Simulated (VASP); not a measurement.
Here is a VASP 6.6.1 calculation.

INCAR

```
SYSTEM = ZnS
ALGO = Normal ; EDIFF = 1E-6
ENCUT = 520 ; GGA = PE
ISIF = 2 ; ISMEAR = 0
LASPH = .TRUE. ; LCHARG = .FALSE.
LREAL = .FALSE. ; LWAVE = .FALSE.
NBANDS = 16 ; NELM = 60
PREC = Accurate ; SIGMA = 0.05
```

Contents of KPOINTS:

```
k-points
0
G
  12 12 12
  0 0 0
```

POSCAR

```
ZnS
1.0
    0.0000000000      2.7020000000      2.7020000000
    2.7020000000      0.0000000000      2.7020000000
    2.7020000000      2.7020000000      0.0000000000
Zn S
1 1
Direct
    0.7500000000      0.7500000000      0.7500000000
    0.0000000000      0.0000000000      0.0000000000
```

Potentials or basis: VASP PAW PBE potentials, release 64 (Zn, S).

Command:

```sh
$ cat potpaw_PBE.64/Zn/POTCAR potpaw_PBE.64/S/POTCAR > POTCAR
$ mpirun -np 1 vasp_std > vasp.out
```

(1) Predict the band gap on the k mesh.

(2) Predict the pressure.

Results:

(1) 2.11 eV, direct.

(2) 1.8 GPa.

**Experimental background.**

“Electronic, vibrational, and thermodynamic properties of ZnS (zincblende and rocksalt structure)”, 2009, arxiv:0911.5022 quotes, for a bulk crystal of ZnS at 19 K: band gap 3.85 eV (direct).

Against the measured gap of ZnS, 3.85 eV (direct; 19 K; quoted in “Electronic, vibrational, and thermodynamic properties of ZnS (zincblende and rocksalt structure)”, 2009, arxiv:0911.5022), the calculated 2.11 eV is off by -1.74 eV. The value is that of PBE on a finite k mesh, which can miss the band edges, without temperature or zero-point motion. Semilocal functionals fall short of measured gaps as a rule.
